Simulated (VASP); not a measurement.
# Cd in VASP: further runs

The runs below take Cd through single point, with PBEsol.

Everything below comes from runs of VASP 6.6.1. Logs are shortened: lines on timing, memory, paths and dates and some standing lists are left out, and cuts for length are marked.

### Step 1. The cell of the first run

Symmetry: Fm-3m, No. 225, cubic system. Conventional cell: a = 4.536 Å, b = 4.536 Å, c = 4.536 Å, α = 90.00°, β = 90.00°, γ = 90.00°. Cd (site symmetry m-3m) has 12 Cd at 3.21 Å within 4.2 Å.

This isn't the form of Cd at room conditions, which is hcp.

### Step 2. Single point, PBEsol (strained)

Contents of INCAR:

```
SYSTEM = Cd
PREC     = Accurate       ! precision mode
ENCUT    = 520            ! plane-wave cutoff, eV
EDIFF    = 1E-6           ! SCF threshold, eV
ISMEAR   = 0              ! smearing method
SIGMA    = 0.1            ! smearing width, eV
LREAL    = .False.        ! projectors in reciprocal space
LASPH    = .True.         ! aspherical terms in the spheres
NELM     = 100            ! most SCF steps
ALGO     = Fast           ! electronic algorithm
ISIF     = 2              ! what is computed and relaxed
LWAVE    = .False.        ! write WAVECAR
LCHARG   = .False.        ! write CHGCAR
GGA      = PS             ! functional
NBANDS   = 12             ! bands
```

Contents of KPOINTS:

```
Automatic mesh
0
Gamma
  16 16 16
  0 0 0
```

Contents of POSCAR:

```
Cd
1.0
    0.0000000000      2.2681468454      2.2681468454
    2.2681468454      0.0000000000      2.2681468454
    2.2681468454      2.2681468454      0.0000000000
Cd
1
Direct
    0.0000000000      0.0000000000      0.0000000000
```

Potentials or basis: VASP PAW PBE potentials, release 64 (Cd).

The run is started by

```sh
$ cat potpaw_PBE.64/Cd/POTCAR > POTCAR
$ mpirun -np 1 vasp_std > vasp.out
```

OUTCAR:

```text
SYSTEM = Cd
   PREC = Accurate
   ENCUT = 520
   EDIFF = 1E-6
   ISMEAR = 0
   LREAL = .False.
   LASPH = .True.
   NELM = 100
   ISIF = 2
   GGA = PS

 ion  position               nearest neighbor table
   1  0.000  0.000  0.000-

  LATTYP: Found a face centered cubic cell.
 ALAT       =     4.5362936908

  Lattice vectors:

 A1 = (   0.0000000000,   2.2681468454,   2.2681468454)
 A2 = (   2.2681468454,   0.0000000000,   2.2681468454)
 A3 = (   2.2681468454,   2.2681468454,   0.0000000000)

Analysis of symmetry for initial positions (statically):
=====================================================================
 Subroutine PRICEL returns:
 Original cell was already a primitive cell.

 Routine SETGRP: Setting up the symmetry group for a
 face centered cubic supercell.

 Subroutine GETGRP returns: Found 48 space group operations
 (whereof 48 operations were pure point group operations)
 out of a pool of 48 trial point group operations.

The static configuration has the point symmetry O_h .

Analysis of symmetry for dynamics (positions and initial velocities):
=====================================================================
 Subroutine PRICEL returns:
 Original cell was already a primitive cell.

 Routine SETGRP: Setting up the symmetry group for a
 face centered cubic supercell.

 Subroutine GETGRP returns: Found 48 space group operations
 (whereof 48 operations were pure point group operations)
 out of a pool of 48 trial point group operations.

The dynamic configuration has the point symmetry O_h .

 Subroutine INISYM returns: Found 48 space group operations
 (whereof 48 operations are pure point group operations),
 and found     1 'primitive' translations

----------------------------------------------------------------------------------------

                                     Primitive cell

  volume of cell :      23.3369

  direct lattice vectors                    reciprocal lattice vectors
     0.000000000  2.268146845  2.268146845    -0.220444281  0.220444281  0.220444281
     2.268146845  0.000000000  2.268146845     0.220444281 -0.220444281  0.220444281
     2.268146845  2.268146845  0.000000000     0.220444281  0.220444281 -0.220444281

  length of vectors
     3.207644030  3.207644030  3.207644030     0.381820695  0.381820695  0.381820695

  position of ions in fractional coordinates (direct lattice)
     0.000000000  0.000000000  0.000000000

  ion indices of the primitive-cell ions
   primitive index   ion index
                 1           1

----------------------------------------------------------------------------------------

 KPOINTS: Automatic mesh

Automatic generation of k-mesh.
 Grid dimensions read from file:
 generate k-points for:   16   16   16

 Generating k-lattice:

  Cartesian coordinates                     Fractional coordinates (reciprocal lattice)
    -0.013777768  0.013777768  0.013777768     0.062500000  0.000000000  0.000000000
     0.013777768 -0.013777768  0.013777768     0.000000000  0.062500000  0.000000000
     0.013777768  0.013777768 -0.013777768     0.000000000  0.000000000  0.062500000

  Length of vectors
     0.023863793  0.023863793  0.023863793

  Shift w.r.t. Gamma in fractional coordinates (k-lattice)
     0.000000000  0.000000000  0.000000000

 Subroutine IBZKPT returns following result:
 ===========================================

 Found    145 irreducible k-points:

 Following reciprocal coordinates:
            Coordinates               Weight
  0.000000  0.000000  0.000000      1.000000
  0.062500  0.000000  0.000000      8.000000
  0.125000  0.000000  0.000000      8.000000
  0.187500  0.000000  0.000000      8.000000
  0.250000  0.000000  0.000000      8.000000
  0.312500  0.000000  0.000000      8.000000
[... 16 lines left out ...]
 -0.125000  0.062500  0.000000     24.000000
 -0.062500  0.062500  0.000000     12.000000
 [... further k-points ...]
   k-points           NKPTS =    145   k-points in BZ     NKDIM =    145   number of bands    NBANDS=     12
   number of dos      NEDOS =    301   number of ions     NIONS =      1
   total plane-waves  NPLWV =  13824
   dimension x,y,z NGX =    24 NGY =   24 NGZ =   24
   dimension x,y,z NGXF=    48 NGYF=   48 NGZF=   48
   ions per type =               1
   NGX,Y,Z   is equivalent  to a cutoff of  12.44, 12.44, 12.44 a.u.
   NGXF,Y,Z  is equivalent  to a cutoff of  24.88, 24.88, 24.88 a.u.
 SYSTEM =  Cd
   PREC   = accura    normal or accurate (medium, high low for compatibility)
   ISTART =      0    job   : 0-new  1-cont  2-samecut
   ICHARG =      2    charge: 1-file 2-atom 10-const
   ISPIN  =      1    spin polarized calculation?
   LNONCOLLINEAR =      F non collinear calculations
   LSORBIT =      F    spin-orbit coupling
   LASPH  =      T    aspherical Exc in radial PAW
   ENCUT  =  520.0 eV  38.22 Ry    6.18 a.u.   5.96  5.96  5.96*2*pi/ulx,y,z
   NELM   =    100;   NELMIN=  2; NELMDL= -5     # of ELM steps
   EDIFF  = 0.1E-05   stopping-criterion for ELM
   LREAL  =      F    real-space projection
   EDIFFG = 0.1E-04   stopping-criterion for IOM
   NSW    =      0    number of steps for IOM
   IBRION =     -1    ionic relax: 0-MD 1-quasi-New 2-CG
   NFREE  =      0    steps in history (QN), initial steepest desc. (CG)
   ISIF   =      2    stress and relaxation
   ISYM   =      2    0-nonsym 1-usesym 2-fastsym
   POTIM  = 0.5000    time-step for ionic-motion
   TEBEG  =    0.0;   TEEND  =   0.0 temperature during run
   PSTRESS=    0.0 pullay stress
   NELECT =      12.0000    total number of electrons
   NUPDOWN=      -1.0000    fix difference up-down
   EMIN   =  10.00;   EMAX   =-10.00  energy-range for DOS
   EFERMI =   0.00;   METHOD = LEGACY
   ISMEAR =     0;   SIGMA  =   0.10  broadening in eV -4-tet -1-fermi 0-gaus
   EFERMI_NEDOS =   21; number of points for ismear=-14 and -15
   IALGO  =     68    algorithm
   IMIX   =      4    mixing-type and parameters
     AMIX     =   0.40;   BMIX     =  1.00
     AMIX_MAG =   1.60;   BMIX_MAG =  1.00
  volume/ion in A,a.u.               =      23.34       157.49
  Fermi-wavevector in a.u.,A,eV,Ry     =   1.311558  2.478485 23.404520  1.720184
  Thomas-Fermi vector in A             =   2.442011
   LORBIT       =      0    0 simple, 1 ext, 2 COOP (PROOUT), +10 PAW based schemes
   GGA     = PS    functional components
   LHFCALC =     F    Hartree Fock is set to
   AEXX    =    0.0000 exact exchange contribution
   IVDW    =     0    specifies the selected vdW correction
   LEPSILON=     F    determine dielectric tensor
   LRPA    =     F    only Hartree local field effects (RPA)
 non-spin polarized calculation
 RMM-DIIS sequential band-by-band and
 Gauss-broadening in eV      SIGMA  =   0.10
  energy-cutoff  :      520.00
  volume of cell :       23.34
 maximum number of plane-waves:       640
   NGX = 11   NGY = 11   NGZ = 11

 number of electron      11.9999995 magnetization

 Free energy of the ion-electron system (eV)
  ---------------------------------------------------
  ext. energy  EPLUGINS =         0.00000000
  ---------------------------------------------------
  free energy    TOTEN  =        -1.15022678 eV

  energy without entropy =       -1.14768422  energy(sigma->0) =       -1.14895550

 E-fermi :   2.1542     XC(G=0): -10.8123

 val. band max:        2.1478038624   @ k =   0.4375   0.0000   0.0000
 cond. band min:       2.2119699438   @ k =  -0.3125   0.3750   0.1250
 fundamental gap:      0.0641660814
 Fermi energy:         2.1541719597

 k-point     1 :       0.0000    0.0000    0.0000
  band No.  band energies     occupation
      1      -6.7077      2.00000
      2      -6.7077      2.00000
      3      -6.7077      2.00000
      4      -6.3114      2.00000
      5      -6.3114      2.00000
      6      -6.1478      2.00000
      7      15.8340      0.00000
      8      16.4439      0.00000
      9      16.4439      0.00000
     10      16.4439      0.00000
     11      19.7387      0.00000
     12      19.7387      0.00000

 k-point     2 :       0.0625    0.0000    0.0000
  band No.  band energies     occupation
      1      -6.7165      2.00000
      2      -6.6932      2.00000
      3      -6.6932      2.00000
      4      -6.3148      2.00000
      5      -6.3148      2.00000
      6      -6.0510      2.00000
      7      14.9402      0.00000
      8      15.9870      0.00000
      9      16.2773      0.00000
     10      16.2773      0.00000
     11      20.0250      0.00000
     12      20.0252      0.00000

 k-point     3 :       0.1250    0.0000    0.0000
  band No.  band energies     occupation
      1      -6.7533      2.00000
      2      -6.6572      2.00000
      3      -6.6572      2.00000
      4      -6.3184      2.00000
      5      -6.3184      2.00000
      6      -5.7478      2.00000
      7      12.7018      0.00000
      8      15.8947      0.00000
      9      15.8947      0.00000
     10      15.9602      0.00000
     11      20.1824      0.00000
     12      20.7235      0.00000
[... 286 lines left out ...]
 k-point    23 :      -0.1250    0.0625    0.0000
  band No.  band energies     occupation
      1      -6.7668      2.00000
      2      -6.6410      2.00000
      3      -6.6332      2.00000
      4      -6.3562      2.00000
      5      -6.2986      2.00000
      6      -5.4989      2.00000
      7      11.9945      0.00000
      8      13.7553      0.00000
      9      16.5746      0.00000
     10      16.8300      0.00000
     11      19.2288      0.00000
     12      20.2619      0.00000

 k-point    24 :      -0.0625    0.0625    0.0000
  band No.  band energies     occupation
      1      -6.7309      2.00000
      2      -6.6742      2.00000
      3      -6.6694      2.00000
      4      -6.3369      2.00000
      5      -6.3074      2.00000
      6      -5.8809      2.00000
      7      14.2824      0.00000
      8      14.3258      0.00000
      9      16.3680      0.00000
     10      16.7633      0.00000
     11      19.8219      0.00000
     12      19.8468      0.00000

 [... further k-points ...]
[... 5 lines left out ...]
  --------------------------------------------------------------------------------------
  -------------------------------------------------------------------------------------
  Total       -0.6150683     -0.6150683     -0.6150683     -0.0000000      0.0000000     -0.0000000
  in kB      -42.2270206    -42.2270206    -42.2270206     -0.0000000      0.0000000     -0.0000000
  external PRESSURE =     -42.2270206 kB  Pullay stress =       0.0000000 kB

 VOLUME and BASIS-vectors are now :
 -----------------------------------------------------------------------------
  energy-cutoff  :      520.00
  volume of cell :       23.34
      direct lattice vectors                 reciprocal lattice vectors
     0.000000000  2.268146845  2.268146845    -0.220444281  0.220444281  0.220444281
     2.268146845  0.000000000  2.268146845     0.220444281 -0.220444281  0.220444281
     2.268146845  2.268146845  0.000000000     0.220444281  0.220444281 -0.220444281

 POSITION                                       TOTAL-FORCE (eV/Angst)
 -----------------------------------------------------------------------------------
      0.00000      0.00000      0.00000         0.000000      0.000000      0.000000
 -----------------------------------------------------------------------------------
    total drift:                               -0.000000      0.000000     -0.000000

  FREE ENERGIE OF THE ION-ELECTRON SYSTEM (eV)
  ---------------------------------------------------
  free  energy   TOTEN  =        -1.1502267782 eV

  energy  without entropy=       -1.1476842181  energy(sigma->0) =       -1.14895550
```

Wall time 25 s (1 thread of Intel Xeon 8259CL, shared host); peak memory 0.17 GiB.

Results:

```yaml
Free_energy: -1.1502 eV
Pressure: -4.2 GPa
Band_gap_on_the_k_mesh: zero (bands 6 and 7 overlap by 3.17 eV)
```

Caveat: the cell differs from its parent crystal (strained); the cell stands under tension; the PAW data sets were made with another functional, which shifts forces and pressure a little.

### Step 3. Single point, PBEsol (strained)

Contents of INCAR:

```
PREC = Accurate
ENCUT = 520
EDIFF = 1E-7
ISMEAR = 0
SIGMA = 0.1
LREAL = False
LASPH = True
NELM = 60
ALGO = Fast
ISIF = 2
LWAVE = False
LCHARG = False
GGA = PS
ISYM = 0
NBANDS = 12
```

Contents of KPOINTS:

```
regular mesh
0
Gamma
  14 15 15
```

Contents of POSCAR:

```
Cd
1.0
   -0.0443629950      2.2657734251      2.2657734251
    2.2214104301      0.0000000000      2.2214104301
    2.2214104301      2.2214104301      0.0000000000
Cd
1
Direct
    0.0000000000      0.0000000000      0.0000000000
```

Potentials or basis: VASP PAW PBE potentials, release 64 (Cd).

The run is started by

```sh
$ cat potpaw_PBE.64/Cd/POTCAR > POTCAR
$ mpirun -np 1 vasp_std > vasp.out
```

Run time: 5.4 min. Hardware: 1 thread of Intel Xeon 8259CL, shared host; peak memory 0.49 GiB.

It converged, with:

```yaml
Free_energy: -1.1698 eV
Pressure: -3.2 GPa
Band_gap_on_the_k_mesh: zero (bands 6 and 7 overlap by 3.36 eV)
```

Stress tensor (GPa, compression positive):
```
-3.11  0.09  0.09
 0.09 -3.31  0.01
 0.09  0.01 -3.31
```

Levels at points of the mesh, in eV from the Fermi level:
| k point | band 4 | band 5 | band 6 | band 7 | band 8 | band 9 |
| --- | --- | --- | --- | --- | --- | --- |
| (0.00, 0.00, 0.00) | -8.52 | -8.50 | -8.50 | 13.43 | 14.37 | 14.97 |
| (0.50, 0.00, 0.00) | -8.17 | -8.17 | -2.31 | -1.69 | 12.69 | 12.69 |

Caveat: the cell differs from its parent crystal (strained); the cell stands under tension; the PAW data sets were made with another functional, which shifts forces and pressure a little.

[end of part 1 of 2]

The gap in the log of VASP goes by the Fermi energy; the results here count the filled bands.